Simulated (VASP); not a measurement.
# GaN (Pmc2_1) in VASP: further runs

Runs on GaN. Level: LDA. Tasks: single point.

All numbers are computed with VASP 6.6.1; they aren't measurements. Logs are shortened: lines on timing, memory, paths and dates and some standing lists are left out, and cuts for length are marked.

**1. The cell of the first run**

The structure is orthorhombic, space group Pmc2_1 (No. 26). Conventional cell: a = 3.152 Å, b = 5.459 Å, c = 5.138 Å, α = 90.00°, β = 90.00°, γ = 90.00°. Ga (site symmetry m) has 4 N at 1.87 to 2.07 Å within 2.5 Å. Within 2.4 Å of Ga (site symmetry m) lie 4 N at 1.84 to 2.01 Å. N (site symmetry m) has 4 Ga at 1.92 to 2.07 Å within 2.5 Å. N (site symmetry m) has 4 Ga at 1.84 to 2.01 Å within 2.4 Å.

**2. Single point, LDA (atoms displaced along several vibrational modes)**

INCAR

```
SYSTEM = GaN
ALGO = Normal ; EDIFF = 1E-6
ENCUT = 520 ; GGA = CA
ISIF = 2 ; ISMEAR = 0
LASPH = .TRUE. ; LCHARG = .FALSE.
LREAL = .FALSE. ; LWAVE = .FALSE.
NBANDS = 46 ; NELM = 80
PREC = Accurate ; SIGMA = 0.05
```

KPOINTS

```
k-points
0
G
  8 6 6
  0 0 0
```

POSCAR

```
GaN
1.0
   -3.1515767111      0.0000000000      0.0000000000
    0.0000000000      0.0000000000     -5.1382481593
    0.0000000000     -5.4586909876      0.0000000000
Ga N
4 4
Direct
    0.5000000000      0.0081309181      0.1764489968
    0.0000000000      0.0003874100      0.6568781470
    0.0000000000      0.5003874100      0.3431218530
    0.5000000000      0.5081309181      0.8235510032
    0.5000000000      0.6047917590      0.1680633472
    0.0000000000      0.6083851257      0.6652319209
    0.0000000000      0.1083851257      0.3347680791
    0.5000000000      0.1047917590      0.8319366528
```

Potentials or basis: VASP PAW LDA potentials, release 64 (Ga_d, N).

Command:

```bash
$ cat potpaw_LDA.64/Ga_d/POTCAR potpaw_LDA.64/N/POTCAR > POTCAR
$ mpirun -np 1 vasp_std > vasp.out
```

OUTCAR:

```text
SYSTEM = GaN
   EDIFF = 1E-6
   ENCUT = 520
   GGA = CA
   ISIF = 2
   ISMEAR = 0
   LASPH = .TRUE.
   LREAL = .FALSE.
   NELM = 80
   PREC = Accurate

 ion  position               nearest neighbor table
   1  0.500  0.008  0.176-   7 1.87   7 1.87   8 1.95   5 2.07
   2  0.000  0.000  0.657-   7 1.84   8 1.92   8 1.92   6 2.01
   3  0.000  0.500  0.343-   6 1.84   5 1.92   5 1.92   7 2.01
   4  0.500  0.508  0.824-   6 1.87   6 1.87   5 1.95   8 2.07
   5  0.500  0.605  0.168-   3 1.92   3 1.92   4 1.95   1 2.07
   6  0.000  0.608  0.665-   3 1.84   4 1.87   4 1.87   2 2.01
   7  0.000  0.108  0.335-   2 1.84   1 1.87   1 1.87   3 2.01
   8  0.500  0.105  0.832-   2 1.92   2 1.92   1 1.95   4 2.07

  LATTYP: Found a simple orthorhombic cell.
 ALAT       =     3.1515767111
 B/A-ratio  =     1.6303738193
 C/A-ratio  =     1.7320508076

  Lattice vectors:

 A1 = (  -3.1515767111,   0.0000000000,   0.0000000000)
 A2 = (   0.0000000000,   0.0000000000,  -5.1382481593)
 A3 = (   0.0000000000,  -5.4586909876,   0.0000000000)

Analysis of symmetry for initial positions (statically):
=====================================================================
 Subroutine PRICEL returns:
 Original cell was already a primitive cell.

 Routine SETGRP: Setting up the symmetry group for a
 simple orthorhombic supercell.

 Subroutine GETGRP returns: Found  4 space group operations
 (whereof  2 operations were pure point group operations)
 out of a pool of  8 trial point group operations.

The static configuration has the point symmetry C_1h.
 The point group associated with its full space group is C_2v.

Analysis of symmetry for dynamics (positions and initial velocities):
=====================================================================
 Subroutine PRICEL returns:
 Original cell was already a primitive cell.

 Routine SETGRP: Setting up the symmetry group for a
 simple orthorhombic supercell.

 Subroutine GETGRP returns: Found  4 space group operations
 (whereof  2 operations were pure point group operations)
 out of a pool of  8 trial point group operations.

The dynamic configuration has the point symmetry C_1h.
 The point group associated with its full space group is C_2v.

 Subroutine INISYM returns: Found  4 space group operations
 (whereof  2 operations are pure point group operations),
 and found     1 'primitive' translations

----------------------------------------------------------------------------------------

                                     Primitive cell

  volume of cell :      88.3958

  direct lattice vectors                    reciprocal lattice vectors
    -3.151576711  0.000000000  0.000000000    -0.317301494  0.000000000  0.000000000
     0.000000000  0.000000000 -5.138248159     0.000000000  0.000000000 -0.194618860
     0.000000000 -5.458690988  0.000000000     0.000000000 -0.183194103  0.000000000

  length of vectors
     3.151576711  5.138248159  5.458690988     0.317301494  0.194618860  0.183194103

  position of ions in fractional coordinates (direct lattice)
     0.500000000  0.008130918  0.176448997
     0.000000000  0.000387410  0.656878147
     0.000000000  0.500387410  0.343121853
     0.500000000  0.508130918  0.823551003
     0.500000000  0.604791759  0.168063347
     0.000000000  0.608385126  0.665231921
     0.000000000  0.108385126  0.334768079
     0.500000000  0.104791759  0.831936653

  ion indices of the primitive-cell ions
   primitive index   ion index
                 1           1
                 2           2
                 3           3
                 4           4
                 5           5
                 6           6
                 7           7
                 8           8

----------------------------------------------------------------------------------------

 KPOINTS: k-points

Automatic generation of k-mesh.
 Grid dimensions read from file:
 generate k-points for:    8    6    6

 Generating k-lattice:

  Cartesian coordinates                     Fractional coordinates (reciprocal lattice)
    -0.039662687  0.000000000  0.000000000     0.125000000  0.000000000  0.000000000
     0.000000000  0.000000000 -0.032436477     0.000000000  0.166666667  0.000000000
     0.000000000 -0.030532351  0.000000000     0.000000000  0.000000000  0.166666667

  Length of vectors
     0.039662687  0.032436477  0.030532351

  Shift w.r.t. Gamma in fractional coordinates (k-lattice)
     0.000000000  0.000000000  0.000000000

 Subroutine IBZKPT returns following result:
 ===========================================

 Found     80 irreducible k-points:

 Following reciprocal coordinates:
            Coordinates               Weight
  0.000000  0.000000  0.000000      1.000000
  0.125000  0.000000  0.000000      2.000000
  0.250000  0.000000  0.000000      2.000000
  0.375000  0.000000  0.000000      2.000000
  0.500000  0.000000  0.000000      1.000000
  0.000000  0.166667  0.000000      2.000000
[... 16 lines left out ...]
  0.250000  0.000000  0.166667      4.000000
  0.375000  0.000000  0.166667      4.000000
 [... further k-points ...]
   k-points           NKPTS =     80   k-points in BZ     NKDIM =     80   number of bands    NBANDS=     46
   number of dos      NEDOS =    301   number of ions     NIONS =      8
   total plane-waves  NPLWV =  40320
   dimension x,y,z NGX =    24 NGY =   40 NGZ =   42
   dimension x,y,z NGXF=    48 NGYF=   80 NGZF=   84
   ions per type =               4   4
   NGX,Y,Z   is equivalent  to a cutoff of  12.66, 12.94, 12.79 a.u.
   NGXF,Y,Z  is equivalent  to a cutoff of  25.32, 25.88, 25.58 a.u.
 SYSTEM =  GaN
   PREC   = accura    normal or accurate (medium, high low for compatibility)
   ISTART =      0    job   : 0-new  1-cont  2-samecut
   ICHARG =      2    charge: 1-file 2-atom 10-const
   ISPIN  =      1    spin polarized calculation?
   LNONCOLLINEAR =      F non collinear calculations
   LSORBIT =      F    spin-orbit coupling
   LASPH  =      T    aspherical Exc in radial PAW
   ENCUT  =  520.0 eV  38.22 Ry    6.18 a.u.   5.86  9.55 10.15*2*pi/ulx,y,z
   NELM   =     80;   NELMIN=  2; NELMDL= -5     # of ELM steps
   EDIFF  = 0.1E-05   stopping-criterion for ELM
   LREAL  =      F    real-space projection
   EDIFFG = 0.1E-04   stopping-criterion for IOM
   NSW    =      0    number of steps for IOM
   IBRION =     -1    ionic relax: 0-MD 1-quasi-New 2-CG
   NFREE  =      0    steps in history (QN), initial steepest desc. (CG)
   ISIF   =      2    stress and relaxation
   ISYM   =      2    0-nonsym 1-usesym 2-fastsym
   POTIM  = 0.5000    time-step for ionic-motion
   TEBEG  =    0.0;   TEEND  =   0.0 temperature during run
   PSTRESS=    0.0 pullay stress
   NELECT =      72.0000    total number of electrons
   NUPDOWN=      -1.0000    fix difference up-down
   EMIN   =  10.00;   EMAX   =-10.00  energy-range for DOS
   EFERMI =   0.00;   METHOD = LEGACY
   ISMEAR =     0;   SIGMA  =   0.05  broadening in eV -4-tet -1-fermi 0-gaus
   EFERMI_NEDOS =   21; number of points for ismear=-14 and -15
   IALGO  =     38    algorithm
   IMIX   =      4    mixing-type and parameters
     AMIX     =   0.40;   BMIX     =  1.00
     AMIX_MAG =   1.60;   BMIX_MAG =  1.00
  volume/ion in A,a.u.               =      11.05        74.57
  Fermi-wavevector in a.u.,A,eV,Ry     =   1.528886  2.889176 31.803525  2.337493
  Thomas-Fermi vector in A             =   2.636583
   LORBIT       =      0    0 simple, 1 ext, 2 COOP (PROOUT), +10 PAW based schemes
   GGA     = CA    functional components
   LHFCALC =     F    Hartree Fock is set to
   AEXX    =    0.0000 exact exchange contribution
   IVDW    =     0    specifies the selected vdW correction
   LEPSILON=     F    determine dielectric tensor
   LRPA    =     F    only Hartree local field effects (RPA)
 non-spin polarized calculation
 Gauss-broadening in eV      SIGMA  =   0.05
  energy-cutoff  :      520.00
  volume of cell :       88.40
 maximum number of plane-waves:      2408
 NGX is ok and might be reduce to    24
   NGX = 11   NGY = 19   NGZ = 21

 number of electron      71.9999974 magnetization

 Free energy of the ion-electron system (eV)
  ---------------------------------------------------
  ext. energy  EPLUGINS =         0.00000000
  ---------------------------------------------------
  free energy    TOTEN  =       -55.38705448 eV

  energy without entropy =      -55.38705448  energy(sigma->0) =      -55.38705448

 E-fermi :   5.7974     XC(G=0): -12.2946

 val. band max:        5.5903795348   @ k =   0.0000   0.0000   0.0000
 cond. band min:       7.5990887071   @ k =   0.0000   0.0000   0.0000
 fundamental gap:      2.0087091723
 Fermi energy:         5.7973980725

 k-point     1 :       0.0000    0.0000    0.0000
  band No.  band energies     occupation
      1     -10.8721      2.00000
      2     -10.1431      2.00000
      3      -9.4987      2.00000
      4      -9.4778      2.00000
      5      -8.2096      2.00000
      6      -8.2033      2.00000
[... 38 lines left out ...]
     45      15.3266      0.00000
     46      15.4546      0.00000

 k-point     2 :       0.1250    0.0000    0.0000
  band No.  band energies     occupation
      1     -10.7559      2.00000
      2     -10.1004      2.00000
      3      -9.4858      2.00000
      4      -9.4461      2.00000
      5      -8.1939      2.00000
      6      -8.1845      2.00000
[... 38 lines left out ...]
     45      15.3658      0.00000
     46      15.4547      0.00000

 k-point     3 :       0.2500    0.0000    0.0000
  band No.  band energies     occupation
      1     -10.4723      2.00000
      2     -10.0064      2.00000
      3      -9.4549      2.00000
      4      -9.3813      2.00000
      5      -8.1610      2.00000
      6      -8.1448      2.00000
[... 1018 lines left out ...]
     45      14.7445      0.00000
     46      15.3380      0.00000

 k-point    24 :       0.3750    0.0000    0.1667
  band No.  band energies     occupation
      1     -10.1924      2.00000
      2      -9.9276      2.00000
      3      -9.4290      2.00000
      4      -9.3325      2.00000
      5      -8.1469      2.00000
      6      -8.1092      2.00000
[... 38 lines left out ...]
     45      14.8553      0.00000
     46      15.1225      0.00000

 [... further k-points ...]

------------------------ aborting loop because EDIFF is reached ----------------------------------------

  FORCE on cell =-STRESS in cart. coord.  units (eV):
  Direction    XX          YY          ZZ          XY          YZ          ZX
  --------------------------------------------------------------------------------------
  -------------------------------------------------------------------------------------
  Total        3.6431080      3.7651171     -2.3005574      0.0000000      0.0000000      0.0000000
  in kB       66.0315001     68.2429210    -41.6977078      0.0000000      0.0000000      0.0000000
  external PRESSURE =      30.8589045 kB  Pullay stress =       0.0000000 kB

 VOLUME and BASIS-vectors are now :
 -----------------------------------------------------------------------------
  energy-cutoff  :      520.00
  volume of cell :       88.40
      direct lattice vectors                 reciprocal lattice vectors
    -3.151576711  0.000000000  0.000000000    -0.317301494  0.000000000  0.000000000
     0.000000000  0.000000000 -5.138248159     0.000000000  0.000000000 -0.194618860
     0.000000000 -5.458690988  0.000000000     0.000000000 -0.183194103  0.000000000

 POSITION                                       TOTAL-FORCE (eV/Angst)
 -----------------------------------------------------------------------------------
     -1.57579     -0.96318     -0.04178         0.000000      1.529701      1.390714
      0.00000     -3.58569     -0.00199         0.000000     -1.675476      0.701626
      0.00000     -1.87300     -2.57111         0.000000      1.675476      0.701626
     -1.57579     -4.49551     -2.61090         0.000000     -1.529701      1.390714
     -1.57579     -0.91741     -3.10757         0.000000      0.036305     -0.918489
      0.00000     -3.63130     -3.12603         0.000000     -0.215476     -1.173852
      0.00000     -1.82740     -0.55691         0.000000      0.215476     -1.173852
     -1.57579     -4.54129     -0.53845         0.000000     -0.036305     -0.918489
 -----------------------------------------------------------------------------------
    total drift:                               -0.000000      0.000003     -0.000413

  FREE ENERGIE OF THE ION-ELECTRON SYSTEM (eV)
  ---------------------------------------------------
  free  energy   TOTEN  =       -55.3870544788 eV

  energy  without entropy=      -55.3870544788  energy(sigma->0) =      -55.38705448
```

Wall time 8.1 min (1 thread of Intel Xeon 8259CL, shared host); peak memory 0.33 GiB.

Results:

* Free energy: -55.3871 eV
* Pressure: 3.1 GPa
* Largest force: 2.067 eV/Å
* Band gap on the k mesh: 2.01 eV

Forces in eV/Å, atoms in the order of the input:
```
Ga   0.000  1.530  1.391
Ga   0.000 -1.675  0.702
Ga   0.000  1.675  0.702
Ga   0.000 -1.530  1.391
N    0.000  0.036 -0.918
N    0.000 -0.215 -1.174
N    0.000  0.215 -1.174
N    0.000 -0.036 -0.918
```

Caveat: the cell differs from its parent crystal (atoms displaced along several vibrational modes); the stress differs along the axes, from -4 to 7 GPa; forces of over 1 eV/Å act on the atoms, so gaps and moduli don't describe the material at rest.

**3. Single point, LDA (atoms displaced along several vibrational modes)**

INCAR

```
SYSTEM = GaN
  PREC = Accurate
  ENCUT = 520
  EDIFF = 1E-6
  ISMEAR = 0
  SIGMA = 0.05
  LREAL = .FALSE.
  LASPH = .TRUE.
  NELM = 100
  ALGO = Normal
  ISIF = 2
  LWAVE = .FALSE.
  LCHARG = .FALSE.
  NBANDS = 46
```

KPOINTS

```
regular mesh
0
G
  8 6 6
  0 0 0
```

POSCAR

```
GaN
1.0
   -3.1515767111      0.0000000000      0.0000000000
    0.0000000000      0.0000000000     -5.1382481593
    0.0000000000     -5.4586909876      0.0000000000
Ga N
4 4
Direct
    0.5000000000     -0.0015660736      0.1699315698
    0.0000000000     -0.0041472429      0.6634079532
    0.0000000000      0.4958527571      0.3365920468
    0.5000000000      0.4984339264      0.8300684302
    0.5000000000      0.6414101574      0.1671576037
    0.0000000000      0.6426079463      0.6662137949
    0.0000000000      0.1426079463      0.3337862051
    0.5000000000      0.1414101574      0.8328423963
```

Potentials or basis: VASP PAW LDA potentials, release 64 (Ga_d, N).

Command:

```bash
$ cat potpaw_LDA.64/Ga_d/POTCAR potpaw_LDA.64/N/POTCAR > POTCAR
$ mpirun -np 1 vasp_std > vasp.out
```

Wall time 6.8 min (1 thread of Intel Xeon 8259CL, shared host); peak memory 0.33 GiB.

Results (log left out):

- Free energy: -55.4337 eV
- Pressure: 2.6 GPa
- Largest force: 2.143 eV/Å
- Band gap on the k mesh: 2.01 eV

Forces in eV/Å, atoms in the order of the input:
```
Ga   0.000  0.398 -1.583
Ga   0.000 -0.400 -2.106
Ga   0.000  0.400 -2.106
Ga   0.000 -0.398 -1.583
N    0.000 -0.003  1.732
N    0.000 -0.008  1.957
N    0.000  0.008  1.957
N    0.000  0.003  1.732
```

Stress tensor (GPa, compression positive):
```
-3.17  0.00  0.00
 0.00 -3.20  0.00
 0.00  0.00 14.14
```

Levels at points of the mesh, in eV from the valence-band top:
```csv
k point,band 32,band 33,band 34,band 35,band 36,band 37,band 38,band 39,band 40,band 41
"(0.00, 0.00, 0.00)",-1.21,-0.83,-0.44,0.00,0.00,2.01,4.47,4.96,5.44,5.78
"(0.50, 0.00, 0.00)",-4.00,-2.53,-2.37,-1.99,-1.97,4.93,5.14,6.68,6.76,7.54
"(0.00, 0.50, 0.00)",-2.01,-0.62,-0.62,-0.62,-0.62,4.14,4.14,4.29,4.29,7.88
"(0.50, 0.50, 0.00)",-3.51,-2.08,-2.08,-1.95,-1.95,5.62,5.62,5.75,5.75,7.77
"(0.00, 0.00, 0.50)",-2.12,-1.20,-1.14,-0.45,-0.38,4.29,4.39,5.99,6.02,6.97
"(0.50, 0.00, 0.50)",-2.89,-2.84,-2.76,-0.89,-0.84,4.87,5.05,5.36,5.52,5.74
"(0.00, 0.50, 0.50)",-2.30,-1.48,-1.48,-1.25,-1.25,5.03,5.03,5.17,5.17,7.61
"(0.50, 0.50, 0.50)",-2.25,-2.02,-2.02,-1.95,-1.95,4.07,4.07,4.24,4.24,7.84
```

Caveat: the cell differs from its parent crystal (atoms displaced along several vibrational modes); the stress differs along the axes, from -3 to 14 GPa; forces of over 1 eV/Å act on the atoms, so gaps and moduli don't describe the material at rest.

**4. Single point, LDA (atoms displaced along several vibrational modes)**

INCAR

```
PREC = Accurate
ENCUT = 520
EDIFF = 1E-7
ISMEAR = 0
SIGMA = 0.05
LREAL = F
LASPH = T
NELM = 80
ALGO = Normal
ISIF = 2
LWAVE = F
LCHARG = F
NBANDS = 46
```

KPOINTS

```
regular mesh
0
Gamma
  8 6 6
```

POSCAR

```
GaN
1.0
   -3.1515767111      0.0000000000      0.0000000000
    0.0000000000      0.0000000000     -5.1382481593
    0.0000000000     -5.4586909876      0.0000000000
Ga N
4 4
Direct
    0.5000000000      0.0002128820      0.1699300224
    0.0000000000     -0.0023682873      0.6634064058
    0.0000000000      0.4976317127      0.3365935942
    0.5000000000      0.5002128820      0.8300699776
    0.5000000000      0.6325550050      0.1671480874
    0.0000000000      0.6337527939      0.6662042786
    0.0000000000      0.1337527939      0.3337957214
    0.5000000000      0.1325550050      0.8328519126
```

Command:

```bash
$ cat potpaw_LDA.64/Ga_d/POTCAR potpaw_LDA.64/N/POTCAR > POTCAR
$ mpirun -np 1 vasp_std > vasp.out
```

Wall time 4.5 min (1 thread of Intel Xeon Platinum 8488C (Sapphire Rapids), shared host); peak memory 0.34 GiB.

It converged, with:

- Free energy: -55.7175 eV
- Pressure: 1.5 GPa
- Largest force: 1.101 eV/Å
- Band gap on the k mesh: 2.07 eV

Forces on the atoms (eV/Å):
```
Ga   0.000  0.431 -0.585
Ga   0.000 -0.437 -1.011
Ga   0.000  0.437 -1.011
Ga   0.000 -0.431 -0.585
N    0.000  0.000  0.740
N    0.000 -0.013  0.856
N    0.000  0.013  0.856
N    0.000  0.000  0.740
```

Stress tensor (GPa, compression positive):
```
-1.04  0.00  0.00
 0.00 -1.06  0.00
 0.00  0.00  6.54
```

Levels at points of the mesh, in eV from the valence-band top:
| k point | band 34 | band 35 | band 36 | band 37 | band 38 | band 39 |
| --- | --- | --- | --- | --- | --- | --- |
| (0.00, 0.00, 0.00) | -0.24 | 0.00 | 0.00 | 2.07 | 4.42 | 4.98 |
| (0.50, 0.00, 0.00) | -2.16 | -2.11 | -2.08 | 5.22 | 5.43 | 6.72 |
| (0.00, 0.50, 0.00) | -0.59 | -0.58 | -0.58 | 4.25 | 4.25 | 4.36 |
| (0.50, 0.50, 0.00) | -1.96 | -1.82 | -1.82 | 5.73 | 5.73 | 5.85 |
| (0.00, 0.00, 0.50) | -0.94 | -0.51 | -0.43 | 4.32 | 4.43 | 5.98 |
| (0.50, 0.00, 0.50) | -2.54 | -0.99 | -0.93 | 4.88 | 5.07 | 5.49 |
| (0.00, 0.50, 0.50) | -1.48 | -1.24 | -1.24 | 5.12 | 5.12 | 5.27 |
| (0.50, 0.50, 0.50) | -2.05 | -1.97 | -1.97 | 4.18 | 4.18 | 4.36 |

Caveat: the cell differs from its parent crystal (atoms displaced along several vibrational modes); the stress differs along the axes, from -1 to 7 GPa; forces of over 1 eV/Å act on the atoms, so gaps and moduli don't describe the material at rest.

(Part 1 of 2 ends here.)
